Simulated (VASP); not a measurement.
Write the native input for VASP 6.6.1 that does the following.

```
Task                   : single point
Functional             : LDA
Potentials or basis    : VASP PAW LDA potentials, release 64 (B, N)
Cutoff                 : 600 eV
k mesh                 : 12 × 12 × 12
Occupations            : gaussian, width 0.05 eV
Spin                   : no spin polarisation
Dipole correction      : no
Further INCAR settings : ALGO = Normal; EDIFF = 1e-06; NBANDS = 11
```

The structure of BN lies in POSCAR:

```
BN
1.0
    1.3011666545      0.7512289182      3.1030996510
   -1.3011666545      0.7512289182      3.1030996510
    0.0000000000     -1.5024578365      3.1030996510
B N
1 1
Direct
    0.9996712000      0.9996712000      0.9996712000
    0.3327618000      0.3327618000      0.3327618000
```

This cell differs from its parent crystal: strain +0.040 along x and y, -0.080 along z.

These files were run (other wordings do the same):

INCAR

```
SYSTEM = BN
ALGO = Normal
EDIFF = 1E-6
ENCUT = 600
GGA_COMPAT = .False.
ISIF = 2
ISMEAR = 0
LASPH = .True.
LCHARG = .True.
LELF = .True.
LREAL = .False.
LVHAR = .True.
LWAVE = .False.
NBANDS = 11
NELM = 120
PREC = Accurate
SIGMA = 0.05
```

KPOINTS

```
k-points
0
Gamma
  12 12 12
  0 0 0
```

Potentials or basis: VASP PAW LDA potentials, release 64 (B, N).

The run is started by

```bash
$ cat potpaw_LDA.64/B/POTCAR potpaw_LDA.64/N/POTCAR > POTCAR
$ mpirun -np 1 vasp_std > vasp.out
```

It gave:

The pressure is -28.5 GPa, the largest force is 0.065 eV/Å and the band gap on the k mesh is 3.61 eV, indirect (least direct gap 4.31 eV).

Caveat: the cell differs from its parent crystal (strain +0.040 along x and y, -0.080 along z).

Wall time 2.1 min on 1 thread of Intel Xeon 8259CL (shared host), peak memory 0.17 GiB.
